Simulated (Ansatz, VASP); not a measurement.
## One calculation of ScSi2, two programs

```
CELL_PARAMETERS angstrom
4.60601 0.00000 0.00000
0.00000 4.60601 0.00000
0.00000 0.00000 2.85326
ATOMIC_POSITIONS crystal
Sc 0.00000 0.00000 0.09319
Si 0.50000 0.00000 0.59334
Si 0.00000 0.50000 0.59334
```

Alike in both runs: functional PBE; k mesh 4 × 4 × 6; occupations gaussian, width 0.1 eV; no spin polarisation.

Ansatz relaxed the structure, and its values are those at the end. VASP's run is a single point on that final structure, the one shown.

```csv
,VASP,Ansatz
version,VASP 6.6.1,Ansatz 0.2.0
potentials or method,"VASP PAW PBE potentials, release 64 (Sc_sv, Si), cutoff 520 eV","scalar-relativistic, plane waves, PAW"
valence electrons in the cell,19,19
```

Ansatz gave:

```
gap on the k mesh at the Fermi level (eV) : none
pressure (GPa)                            : 0.0
```

**Question.** Which values does VASP return?

**Answer.** gap on the k mesh at the Fermi level (eV): none; pressure (GPa): 0.1.

A gap of «none» marks a metal or a gap that the smearing closes.

The k mesh is coarse, so the values compare programs but aren't converged.
